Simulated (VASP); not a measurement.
# Li (P2_13) in VASP: a series of runs

The runs below take Li through single point, with PBE.

All numbers are computed with VASP 6.6.1; they aren't measurements. Logs are shortened: lines on timing, memory, paths and dates and some standing lists are left out, and cuts for length are marked.

### 1 The cell of the first run

The structure is cubic, space group P2_13 (No. 198). The conventional cell has a = 4.479 Å, b = 4.479 Å, c = 4.479 Å, α = 90.00°, β = 90.00°, γ = 90.00°. Li (site symmetry 3) has 6 Li at 2.75 Å within 3.6 Å.

### 2 Single point, PBE (strained)

INCAR

```
ALGO = Fast
EDIFF = 1E-6
ENCUT = 520
GGA = PE
ISIF = 2
ISMEAR = 0
LASPH = T
LCHARG = T
LELF = T
LREAL = F
LVHAR = T
LWAVE = F
NBANDS = 14
NELM = 100
PREC = Accurate
SIGMA = 0.1
```

KPOINTS

```
k-points
0
Gamma
  10 10 10
```

POSCAR

```
Li
1.0
    4.4792070216      0.0000000000      0.0000000000
    0.0000000000      4.4792070216      0.0000000000
    0.0000000000      0.0000000000      4.4792070216
Li
4
Direct
    0.8940098454      0.1059901546      0.6059901546
    0.3940098454      0.3940098454      0.3940098454
    0.1059901546      0.6059901546      0.8940098454
    0.6059901546      0.8940098454      0.1059901546
```

Potentials or basis: VASP PAW PBE potentials, release 64 (Li_sv).

Command:

```bash
$ cat potpaw_PBE.64/Li_sv/POTCAR > POTCAR
$ mpirun -np 1 vasp_std > vasp.out
```

OUTCAR:

```text
EDIFF = 1E-6
   ENCUT = 520
   GGA = PE
   ISIF = 2
   ISMEAR = 0
   LASPH = T
   LREAL = F
   NELM = 100
   PREC = Accurate

 ion  position               nearest neighbor table
   1  0.894  0.106  0.606-
   2  0.394  0.394  0.394-
   3  0.106  0.606  0.894-
   4  0.606  0.894  0.106-

  LATTYP: Found a simple cubic cell.
 ALAT       =     4.4792070216

  Lattice vectors:

 A1 = (   4.4792070216,   0.0000000000,   0.0000000000)
 A2 = (   0.0000000000,   4.4792070216,   0.0000000000)
 A3 = (   0.0000000000,   0.0000000000,   4.4792070216)

Analysis of symmetry for initial positions (statically):
=====================================================================
 Subroutine PRICEL returns:
 Original cell was already a primitive cell.

 Routine SETGRP: Setting up the symmetry group for a
 simple cubic supercell.

 Subroutine GETGRP returns: Found 12 space group operations
 (whereof  3 operations were pure point group operations)
 out of a pool of 48 trial point group operations.

The static configuration has the point symmetry C_3 .
 The point group associated with its full space group is T   .

Analysis of symmetry for dynamics (positions and initial velocities):
=====================================================================
 Subroutine PRICEL returns:
 Original cell was already a primitive cell.

 Routine SETGRP: Setting up the symmetry group for a
 simple cubic supercell.

 Subroutine GETGRP returns: Found 12 space group operations
 (whereof  3 operations were pure point group operations)
 out of a pool of 48 trial point group operations.

The dynamic configuration has the point symmetry C_3 .
 The point group associated with its full space group is T   .

 Subroutine INISYM returns: Found 12 space group operations
 (whereof  3 operations are pure point group operations),
 and found     1 'primitive' translations

----------------------------------------------------------------------------------------

                                     Primitive cell

  volume of cell :      89.8677

  direct lattice vectors                    reciprocal lattice vectors
     4.479207022  0.000000000  0.000000000     0.223253803  0.000000000  0.000000000
     0.000000000  4.479207022  0.000000000     0.000000000  0.223253803  0.000000000
     0.000000000  0.000000000  4.479207022     0.000000000  0.000000000  0.223253803

  length of vectors
     4.479207022  4.479207022  4.479207022     0.223253803  0.223253803  0.223253803

  position of ions in fractional coordinates (direct lattice)
     0.894009845  0.105990155  0.605990155
     0.394009845  0.394009845  0.394009845
     0.105990155  0.605990155  0.894009845
     0.605990155  0.894009845  0.105990155

  ion indices of the primitive-cell ions
   primitive index   ion index
                 1           1
                 2           2
                 3           3
                 4           4

----------------------------------------------------------------------------------------

 KPOINTS: k-points

Automatic generation of k-mesh.
 Grid dimensions read from file:
 generate k-points for:   10   10   10

 Generating k-lattice:

  Cartesian coordinates                     Fractional coordinates (reciprocal lattice)
     0.022325380  0.000000000  0.000000000     0.100000000  0.000000000  0.000000000
     0.000000000  0.022325380  0.000000000     0.000000000  0.100000000  0.000000000
     0.000000000  0.000000000  0.022325380     0.000000000  0.000000000  0.100000000

  Length of vectors
     0.022325380  0.022325380  0.022325380

  Shift w.r.t. Gamma in fractional coordinates (k-lattice)
     0.000000000  0.000000000  0.000000000

 Subroutine IBZKPT returns following result:
 ===========================================

 Found     76 irreducible k-points:

 Following reciprocal coordinates:
            Coordinates               Weight
  0.000000  0.000000  0.000000      1.000000
  0.100000  0.000000  0.000000      6.000000
  0.200000  0.000000  0.000000      6.000000
  0.300000  0.000000  0.000000      6.000000
  0.400000  0.000000  0.000000      6.000000
  0.500000  0.000000  0.000000      3.000000
[... 16 lines left out ...]
  0.300000  0.300000  0.000000     12.000000
  0.400000  0.300000  0.000000     12.000000
 [... further k-points ...]
   k-points           NKPTS =     76   k-points in BZ     NKDIM =     76   number of bands    NBANDS=     14
   number of dos      NEDOS =    301   number of ions     NIONS =      4
   total plane-waves  NPLWV =  46656
   dimension x,y,z NGX =    36 NGY =   36 NGZ =   36
   dimension x,y,z NGXF=    72 NGYF=   72 NGZF=   72
   ions per type =               4
   NGX,Y,Z   is equivalent  to a cutoff of  13.36, 13.36, 13.36 a.u.
   NGXF,Y,Z  is equivalent  to a cutoff of  26.72, 26.72, 26.72 a.u.
 SYSTEM =  unknown system
   PREC   = accura    normal or accurate (medium, high low for compatibility)
   ISTART =      0    job   : 0-new  1-cont  2-samecut
   ICHARG =      2    charge: 1-file 2-atom 10-const
   ISPIN  =      1    spin polarized calculation?
   LNONCOLLINEAR =      F non collinear calculations
   LSORBIT =      F    spin-orbit coupling
   LASPH  =      T    aspherical Exc in radial PAW
   ENCUT  =  520.0 eV  38.22 Ry    6.18 a.u.   8.33  8.33  8.33*2*pi/ulx,y,z
   NELM   =    100;   NELMIN=  2; NELMDL= -5     # of ELM steps
   EDIFF  = 0.1E-05   stopping-criterion for ELM
   LREAL  =      F    real-space projection
   EDIFFG = 0.1E-04   stopping-criterion for IOM
   NSW    =      0    number of steps for IOM
   IBRION =     -1    ionic relax: 0-MD 1-quasi-New 2-CG
   NFREE  =      0    steps in history (QN), initial steepest desc. (CG)
   ISIF   =      2    stress and relaxation
   ISYM   =      2    0-nonsym 1-usesym 2-fastsym
   POTIM  = 0.5000    time-step for ionic-motion
   TEBEG  =    0.0;   TEEND  =   0.0 temperature during run
   PSTRESS=    0.0 pullay stress
   NELECT =      12.0000    total number of electrons
   NUPDOWN=      -1.0000    fix difference up-down
   EMIN   =  10.00;   EMAX   =-10.00  energy-range for DOS
   EFERMI =   0.00;   METHOD = LEGACY
   ISMEAR =     0;   SIGMA  =   0.10  broadening in eV -4-tet -1-fermi 0-gaus
   EFERMI_NEDOS =   21; number of points for ismear=-14 and -15
   IALGO  =     68    algorithm
   IMIX   =      4    mixing-type and parameters
     AMIX     =   0.40;   BMIX     =  1.00
     AMIX_MAG =   1.60;   BMIX_MAG =  1.00
  volume/ion in A,a.u.               =      22.47       151.61
  Fermi-wavevector in a.u.,A,eV,Ry     =   0.836760  1.581247  9.526349  0.700167
  Thomas-Fermi vector in A             =   1.950537
   LORBIT       =      0    0 simple, 1 ext, 2 COOP (PROOUT), +10 PAW based schemes
   GGA     = PE    functional components
   LHFCALC =     F    Hartree Fock is set to
   AEXX    =    0.0000 exact exchange contribution
   IVDW    =     0    specifies the selected vdW correction
   LEPSILON=     F    determine dielectric tensor
   LRPA    =     F    only Hartree local field effects (RPA)
 non-spin polarized calculation
 RMM-DIIS sequential band-by-band and
 Gauss-broadening in eV      SIGMA  =   0.10
  energy-cutoff  :      520.00
  volume of cell :       89.87
 maximum number of plane-waves:      2469
 NGX is ok and might be reduce to    36
   NGX = 17   NGY = 17   NGZ = 17

 number of electron      11.9999984 magnetization

 Free energy of the ion-electron system (eV)
  ---------------------------------------------------
  ext. energy  EPLUGINS =         0.00000000
  ---------------------------------------------------
  free energy    TOTEN  =        -6.63822050 eV

  energy without entropy =       -6.63019871  energy(sigma->0) =       -6.63420961

 E-fermi :   0.5573     XC(G=0):  -6.7891

 val. band max:        0.5349660166   @ k =   0.5000   0.5000   0.3000
 cond. band min:       0.5807017782   @ k =   0.5000   0.4000   0.0000
 fundamental gap:      0.0457357616
 Fermi energy:         0.5572708952

 k-point     1 :       0.0000    0.0000    0.0000
  band No.  band energies     occupation
      1     -46.7281      2.00000
      2     -46.6910      2.00000
      3     -46.6910      2.00000
      4     -46.6910      2.00000
      5      -3.0382      2.00000
      6       2.3985      0.00000
      7       2.3985      0.00000
      8       2.3985      0.00000
      9       3.0581      0.00000
     10       3.0581      0.00000
     11       3.0581      0.00000
     12       8.3117      0.00000
     13       8.3134      0.00000
     14       8.6587      0.00000

 k-point     2 :       0.1000    0.0000    0.0000
  band No.  band energies     occupation
      1     -46.7274      2.00000
      2     -46.6943      2.00000
      3     -46.6908      2.00000
      4     -46.6886      2.00000
      5      -2.9812      2.00000
      6       1.6179      0.00000
      7       2.4400      0.00000
      8       2.4424      0.00000
      9       3.0212      0.00000
     10       3.1030      0.00000
     11       3.9759      0.00000
     12       7.6356      0.00000
     13       8.0773      0.00000
     14       8.2585      0.00000

 k-point     3 :       0.2000    0.0000    0.0000
  band No.  band energies     occupation
      1     -46.7254      2.00000
      2     -46.6984      2.00000
      3     -46.6902      2.00000
      4     -46.6871      2.00000
      5      -2.8103      2.00000
      6       0.6546      0.16868
      7       2.5508      0.00000
      8       2.5613      0.00000
      9       3.1311      0.00000
     10       3.2414      0.00000
     11       5.0626      0.00000
     12       6.7911      0.00000
     13       7.4062      0.00000
     14       7.5789      0.00000
[... 324 lines left out ...]
 k-point    23 :       0.3000    0.3000    0.0000
  band No.  band energies     occupation
      1     -46.7174      2.00000
      2     -46.7050      2.00000
      3     -46.6911      2.00000
      4     -46.6873      2.00000
      5      -2.0167      2.00000
      6       0.0024      2.00000
      7       0.6244      0.34273
      8       2.3217      0.00000
      9       3.3629      0.00000
     10       4.0418      0.00000
     11       5.9791      0.00000
     12       6.4672      0.00000
     13       6.8559      0.00000
     14       7.8777      0.00000

 k-point    24 :       0.4000    0.3000    0.0000
  band No.  band energies     occupation
      1     -46.7142      2.00000
      2     -46.7075      2.00000
      3     -46.6906      2.00000
      4     -46.6884      2.00000
      5      -1.6222      2.00000
      6      -0.5232      2.00000
      7       0.7876      0.00112
      8       1.7657      0.00000
      9       3.6803      0.00000
     10       4.0988      0.00000
     11       5.7081      0.00000
     12       6.0619      0.00000
     13       7.2050      0.00000
     14       8.1263      0.00000

 [... further k-points ...]
[... 5 lines left out ...]
  --------------------------------------------------------------------------------------
  -------------------------------------------------------------------------------------
  Total       -0.0922434     -0.0922434     -0.0922434      0.0000000      0.0000000      0.0000000
  in kB       -1.6445324     -1.6445324     -1.6445324      0.0000000      0.0000000      0.0000000
  external PRESSURE =      -1.6445324 kB  Pullay stress =       0.0000000 kB

 VOLUME and BASIS-vectors are now :
 -----------------------------------------------------------------------------
  energy-cutoff  :      520.00
  volume of cell :       89.87
      direct lattice vectors                 reciprocal lattice vectors
     4.479207022  0.000000000  0.000000000     0.223253803  0.000000000  0.000000000
     0.000000000  4.479207022  0.000000000     0.000000000  0.223253803  0.000000000
     0.000000000  0.000000000  4.479207022     0.000000000  0.000000000  0.223253803

 POSITION                                       TOTAL-FORCE (eV/Angst)
 -----------------------------------------------------------------------------------
      4.00446      0.47475      2.71436         0.113770     -0.113770     -0.113770
      1.76485      1.76485      1.76485         0.113770      0.113770      0.113770
      0.47475      2.71436      4.00446        -0.113770     -0.113770      0.113770
      2.71436      4.00446      0.47475        -0.113770      0.113770     -0.113770
 -----------------------------------------------------------------------------------
    total drift:                                0.000000     -0.000000     -0.000000

  FREE ENERGIE OF THE ION-ELECTRON SYSTEM (eV)
  ---------------------------------------------------
  free  energy   TOTEN  =        -6.6382204978 eV

  energy  without entropy=       -6.6301987135  energy(sigma->0) =       -6.63420961
```

It took 90 s on 1 thread of AMD EPYC 9R45 (Zen 5), shared host; peak memory 0.19 GiB.

Results:

| Property | Result |
| --- | --- |
| Free energy | -6.6382 eV |
| Largest force | 0.197 eV/Å |
| Band gap on the k mesh | zero (band 6 reaches 2.40 eV, above the bottom of band 7 at 0.23 eV) |

Forces on the atoms (eV/Å):
```
Li   0.114 -0.114 -0.114
Li   0.114  0.114  0.114
Li  -0.114 -0.114  0.114
Li  -0.114  0.114 -0.114
```

Levels at points of the mesh, in eV from the Fermi level:
```tsv
k point	band 4	band 5	band 6	band 7	band 8	band 9
(0.00, 0.00, 0.00)	-47.25	-3.60	1.84	1.84	1.84	2.50
(0.50, 0.00, 0.00)	-47.24	-2.16	-2.16	2.31	2.31	3.29
(0.50, 0.50, 0.00)	-47.25	-1.09	-1.09	-0.32	-0.32	3.80
(0.50, 0.50, 0.50)	-47.26	0.05	0.05	0.05	0.05	1.75
```

Caveat: the cell differs from its parent crystal (strained); the cutoff is under 1.25 times the usual one of these potentials, so pressure, stress and relaxed cells hold a basis-set (Pulay) error.

### 3 Single point, PBE (strained)

INCAR

```
  PREC = Accurate
  ENCUT = 520
  EDIFF = 1E-6
  ISMEAR = 0
  SIGMA = 0.1
  LREAL = F
  LASPH = T
  NELM = 100
  ALGO = Normal
  ISIF = 2
  LWAVE = F
  LCHARG = T
  GGA = PE
  LELF = T
  LVHAR = T
  NBANDS = 14
```

KPOINTS

```
regular mesh
0
Gamma
  10 10 10
```

POSCAR

```
Li
1.0
    4.6185419152      0.0000000000      0.0000000000
    0.0000000000      4.6185419152      0.0000000000
    0.0000000000      0.0000000000      4.6185419152
Li
4
Direct
    0.8875292303      0.1124707697      0.6124707697
    0.3875292303      0.3875292303      0.3875292303
    0.1124707697      0.6124707697      0.8875292303
    0.6124707697      0.8875292303      0.1124707697
```

Potentials or basis: VASP PAW PBE potentials, release 64 (Li_sv).

Command:

```bash
$ cat potpaw_PBE.64/Li_sv/POTCAR > POTCAR
$ mpirun -np 1 vasp_std > vasp.out
```

Wall time 76 s (1 thread of AMD EPYC 9R45 (Zen 5), shared host); peak memory 0.19 GiB.

It converged, with:

```
Free energy            : -6.5808 eV
Largest force          : 0.122 eV/Å
Band gap on the k mesh : zero (band 6 reaches 2.10 eV, above the bottom of band 7 at -0.07 eV)
```

Forces on the atoms (eV/Å):
```
Li   0.070 -0.070 -0.070
Li   0.070  0.070  0.070
Li  -0.070 -0.070  0.070
Li  -0.070  0.070 -0.070
```

Levels at points of the mesh, in eV from the Fermi level:
| k point | band 3 | band 4 | band 5 | band 6 | band 7 | band 8 | band 9 | band 10 |
| --- | --- | --- | --- | --- | --- | --- | --- | --- |
| (0.00, 0.00, 0.00) | -47.32 | -47.32 | -3.42 | 1.83 | 1.83 | 1.83 | 2.30 | 2.30 |
| (0.50, 0.00, 0.00) | -47.32 | -47.32 | -2.04 | -2.04 | 2.20 | 2.20 | 3.14 | 3.14 |
| (0.50, 0.50, 0.00) | -47.32 | -47.32 | -0.97 | -0.97 | -0.34 | -0.34 | 3.60 | 3.60 |
| (0.50, 0.50, 0.50) | -47.33 | -47.33 | 0.12 | 0.12 | 0.12 | 0.12 | 1.58 | 1.58 |

Caveat: the cell differs from its parent crystal (strained); the cutoff is under 1.25 times the usual one of these potentials, so pressure, stress and relaxed cells hold a basis-set (Pulay) error.

### 4 Single point, PBE (strained and its atoms moved)

INCAR

```
SYSTEM = Li
ALGO     = Normal         ! electronic algorithm
EDIFF    = 1E-6           ! SCF threshold, eV
ENCUT    = 520            ! plane-wave cutoff, eV
GGA      = PE             ! functional
ISIF     = 2              ! what is computed and relaxed
ISMEAR   = 0              ! smearing method
LASPH    = .True.         ! aspherical terms in the spheres
LCHARG   = .False.        ! write CHGCAR
LREAL    = .False.        ! projectors in reciprocal space
LWAVE    = .False.        ! write WAVECAR
NBANDS   = 14             ! bands
NELM     = 60             ! most SCF steps
PREC     = Accurate       ! precision mode
SIGMA    = 0.1            ! smearing width, eV
```

KPOINTS

```
k-points
0
Gamma
  10 10 10
  0 0 0
```

POSCAR

```
Li
1.0
    4.3935035895      0.0000000000      0.0000000000
    0.0000000000      4.3935035895      0.0000000000
    0.0000000000      0.0000000000      4.3935035895
Li
4
Direct
    0.9069710757      0.0930289243      0.5930289243
    0.4069710757      0.4069710757      0.4069710757
    0.0930289243      0.5930289243      0.9069710757
    0.5930289243      0.9069710757      0.0930289243
```

Command:

```bash
$ cat potpaw_PBE.64/Li_sv/POTCAR > POTCAR
$ mpirun -np 1 vasp_std > vasp.out
```

Wall time 53 s (1 thread of Intel Xeon Platinum 8375C at 2.90GHz (Ice Lake), shared host); peak memory 0.22 GiB.

The run converged. Its results:

| Property | Result |
| --- | --- |
| Free energy | -6.7380 eV |
| Largest force | 0.324 eV/Å |
| Band gap on the k mesh | zero (band 6 reaches 2.48 eV, above the bottom of band 7 at 0.40 eV) |

Forces on the atoms (eV/Å):
```
Li   0.187 -0.187 -0.187
Li   0.187  0.187  0.187
Li  -0.187 -0.187  0.187
Li  -0.187  0.187 -0.187
```

Levels at points of the mesh, in eV from the Fermi level:
| k point | band 2 | band 3 | band 4 | band 5 | band 6 | band 7 | band 8 | band 9 | band 10 | band 11 |
| --- | --- | --- | --- | --- | --- | --- | --- | --- | --- | --- |
| (0.00, 0.00, 0.00) | -47.14 | -47.14 | -47.14 | -3.68 | 1.75 | 1.75 | 1.75 | 2.86 | 2.86 | 2.86 |
| (0.50, 0.00, 0.00) | -47.17 | -47.14 | -47.14 | -2.21 | -2.21 | 2.46 | 2.46 | 3.39 | 3.39 | 4.78 |
| (0.50, 0.50, 0.00) | -47.16 | -47.14 | -47.14 | -1.12 | -1.12 | -0.32 | -0.32 | 4.02 | 4.02 | 5.20 |
| (0.50, 0.50, 0.50) | -47.15 | -47.15 | -47.15 | -0.01 | -0.01 | -0.01 | -0.01 | 1.97 | 1.97 | 1.97 |

Caveat: the cell differs from its parent crystal (strained and its atoms moved); the cutoff is under 1.25 times the usual one of these potentials, so pressure, stress and relaxed cells hold a basis-set (Pulay) error.

### 5 The runs side by side

```tsv
cell	gap on the mesh (eV)	largest force (eV/Å)
a = 4.479 Å, 4 atoms	none	0.20
a = 4.619 Å, 4 atoms	none	0.12
a = 4.394 Å, 4 atoms	none	0.32
```

Alike in all rows: task single point; level PBE; potentials or basis VASP PAW PBE potentials, release 64 (Li_sv); no spin polarisation; k mesh 10 × 10 × 10; cutoff (eV) 520; smearing gaussian 0.1 eV.

Caveats: the cutoff is under 1.25 times the usual one of these potentials, so pressure, stress and relaxed cells hold a basis-set (Pulay) error.

Total energies depend on the potentials used, so only differences within one code and one set of settings carry meaning.
